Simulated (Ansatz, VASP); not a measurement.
# InP in VASP and in Ansatz

```
CELL_PARAMETERS angstrom
5.40486 0.00000 0.00000
0.00000 5.40486 0.00000
0.00000 0.00000 5.40486
ATOMIC_POSITIONS crystal
In 0.50000 0.00000 0.00000
In 0.00000 0.50000 0.00000
In 0.00000 0.00000 0.50000
P 0.00000 0.50000 0.50000
P 0.50000 0.00000 0.50000
P 0.50000 0.50000 0.00000
```

Alike in both runs: task single point; functional PBE; k mesh 4 × 4 × 4; occupations gaussian, width 0.1 eV; no spin polarisation.

|  | VASP | Ansatz |
| --- | --- | --- |
| version | VASP 6.6.1 | Ansatz 0.2.0 |
| potentials or method | VASP PAW PBE potentials, release 64 (In_d, P), cutoff 520 eV | scalar-relativistic, plane waves, PAW |
| valence electrons in the cell | 54 | 54 |

```tsv
	VASP	Ansatz	Ansatz less VASP
gap on the k mesh at the Fermi level (eV)	none	none	-
pressure (GPa)	-1.9	-1.9	+0.04
```

A gap of «none» marks a metal or a gap that the smearing closes. The functional is the same, so the differences come from potentials, cutoffs and numerics.
